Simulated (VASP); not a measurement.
A run of VASP 6.6.1 is set up as follows.

Contents of POSCAR:

```
BeTe
1.0
    2.8425483301      2.8425483301      0.0000000000
   -2.8425483301      2.8425483301      0.0000000000
    0.0000000000      2.8425483301      2.8199210798
Be Te
1 1
Direct
    0.0000000000      0.0000000000      0.0000000000
    0.7500000000      0.2500000000      0.5000000000
```

File INCAR.step1:

```
  ALGO = Normal
  EDIFF = 1E-4
  ENCUT = 520
  GGA = PE
  ISMEAR = 0
  LASPH = T
  LCHARG = F
  LREAL = F
  LWAVE = T
  NBANDS = 11
  NELM = 100
  PREC = Accurate
  SIGMA = 0.01
```

File INCAR.step2:

```
  ALGO = Normal
  EDIFF = 1E-6
  ENCUT = 520
  ISIF = 2
  ISMEAR = 0
  ISTART = 1
  LASPH = T
  LCHARG = F
  LMIXTAU = T
  LREAL = F
  LWAVE = F
  METAGGA = R2SCAN
  NBANDS = 11
  NELM = 100
  PREC = Accurate
  SIGMA = 0.01
```

File KPOINTS:

```
k-points
0
Gamma
  8 8 8
```

Potentials or basis: VASP PAW PBE potentials, release 64 (Be, Te).

Launch:

```sh
$ cat potpaw_PBE.64/Be/POTCAR potpaw_PBE.64/Te/POTCAR > POTCAR
$ cp INCAR.step1 INCAR
$ mpirun -np 1 vasp_std > vasp.out
$ cp INCAR.step2 INCAR
$ mpirun -np 1 vasp_std > vasp.out
```

**Question.** Predict the band gap on the k mesh.

**Answer.** 2.32 eV, indirect (least direct gap 4.00 eV).

**Question.** Estimate the pressure.

**Answer.** -0.2 GPa.

Stress tensor (GPa, compression positive):
```
-0.40  0.00  0.00
 0.00 -0.40  0.00
 0.00  0.00  0.09
```

Caveat: the cell differs from its parent crystal (in-plane strain +0.005); the PAW data sets were made with another functional, which shifts forces and pressure a little; spin-orbit coupling is left out, which moves the levels of the heavy elements. A k mesh can miss the band edges.
